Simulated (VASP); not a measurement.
Set up this calculation in VASP 6.6.1, as the native input.

```yaml
Task: single point
Functional: PBEsol
Potentials_or_basis: VASP PAW PBE potentials, release 64 (Ti_sv, C)
Cutoff: 520 eV
k_mesh: 11 × 11 × 16
Occupations: gaussian, width 0.1 eV
Spin: no spin polarisation
Dipole_correction: no
Further_INCAR_settings: ALGO = Normal; EDIFF = 1e-07; NBANDS = 15; ISYM = 0
```

The structure of TiC lies in POSCAR:

```
TiC
1.0
    3.0358609370      0.0000000000      0.0000000000
    0.0000000000      3.0358609370      0.0000000000
    1.5179304685      1.5179304685      2.1466778553
Ti C
1 1
Direct
    0.0000000000      0.0000000000      0.0000000000
    0.5000000000      0.5000000000      0.0000000000
```

One way to write it, as run:

INCAR

```
ALGO = Normal ; EDIFF = 1E-7
ENCUT = 520 ; GGA = PS
ISIF = 2 ; ISMEAR = 0
ISYM = 0 ; LASPH = T
LCHARG = F ; LREAL = F
LWAVE = F ; NBANDS = 15
NELM = 80 ; PREC = Accurate
SIGMA = 0.1
```

KPOINTS

```
k-points
0
Gamma
  11 11 16
```

Potentials or basis: VASP PAW PBE potentials, release 64 (Ti_sv, C).

Launch:

```bash
$ cat potpaw_PBE.64/Ti_sv/POTCAR potpaw_PBE.64/C/POTCAR > POTCAR
$ mpirun -np 1 vasp_std > vasp.out
```

Results of the run:

The pressure is 0.2 GPa. The band gap on the k mesh is zero (band 8 reaches 10.29 eV, above the bottom of band 9 at 9.20 eV).

Caveat: the PAW data sets were made with another functional, which shifts forces and pressure a little.

Run time: 2.6 min on 1 thread of Intel(R) Xeon(R) Platinum 8488C (Sapphire Rapids) (shared host), peak memory 0.39 GiB.
